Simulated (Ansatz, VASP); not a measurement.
# Two plane-wave programs on Al2Cu

File INCAR:

```
SYSTEM = Al2Cu
  PREC = Accurate
  ENCUT = 520
  EDIFF = 1E-7
  ISMEAR = 0
  SIGMA = 0.15
  LREAL = .False.
  LASPH = .True.
  NELM = 80
  ALGO = Fast
  ISIF = 2
  LWAVE = .False.
  LCHARG = .False.
  GGA = PS
  NBANDS = 26
```

Contents of KPOINTS:

```
Automatic mesh
0
Gamma
  10 10 10
  0 0 0
```

POSCAR

```
Al2Cu
1.0
   -2.9965086402      2.9965086402      2.4138103907
    2.9965086402     -2.9965086402      2.4138103907
    2.9965086402      2.9965086402     -2.4138103907
Al Cu
4 2
Direct
    0.1593210787      0.6593210787      0.8186421574
    0.6593210787      0.8406789213      0.5000000000
    0.8406789213      0.3406789213      0.1813578426
    0.3406789213      0.1593210787      0.5000000000
    0.7500000000      0.7500000000      0.0000000000
    0.2500000000      0.2500000000      0.0000000000
```

Input for Ansatz:

```yaml
crystal:
  lattice:
    - [-2.9965086402, 2.9965086402, 2.4138103907]
    - [2.9965086402, -2.9965086402, 2.4138103907]
    - [2.9965086402, 2.9965086402, -2.4138103907]
  atoms:
    - { symbol: Al, position: [0.1593210787, 0.6593210787, 0.8186421574] }
    - { symbol: Al, position: [0.6593210787, 0.8406789213, 0.5] }
    - { symbol: Al, position: [0.8406789213, 0.3406789213, 0.1813578426] }
    - { symbol: Al, position: [0.3406789213, 0.1593210787, 0.5] }
    - { symbol: Cu, position: [0.75, 0.75, 0.0] }
    - { symbol: Cu, position: [0.25, 0.25, 0.0] }
basis:
  ecutwfc: 520.0
kpoints:
  mp_grid: { grid: [10, 10, 10] }
hamiltonian:
  xc: pbesol
  pseudopotentials: { kind: paw, azcp: { folder: soft_1 } }
scf:
  occupations: { method: gaussian, width: 0.15 }
output:
  forces: true
  stress: true
  eigenvalues: true
  write_density: true
  write_potential: true
  elf: true
  volumetric_format: npy
```

Alike in both runs: task single point; functional PBEsol; k mesh 10 × 10 × 10; occupations gaussian, width 0.15 eV; no spin polarisation.

|  | VASP | Ansatz |
| --- | --- | --- |
| version | VASP 6.6.1 | Ansatz 0.2.0 |
| potentials or method | VASP PAW PBE potentials, release 64 (Al, Cu), cutoff 520 eV | scalar-relativistic, plane waves, PAW |
| valence electrons in the cell | 34 | 50 |

```csv
,VASP,Ansatz,Ansatz less VASP
gap on the k mesh at the Fermi level (eV),none,none,-
pressure (GPa),0.3,0.0,-0.25
"traceless stress, the component that is largest in VASP (GPa)",-0.03,-0.05,-0.024
```

VASP's potentials were made for PBE, not for PBEsol, and Ansatz warns of the same on its side. A gap of «none» marks a metal or a gap that the smearing closes. The functional is the same, so the differences come from potentials, cutoffs and numerics. VASP's potentials hold 34 valence electrons a cell and Ansatz's 50, so a difference there can come from the potentials and not from the codes.
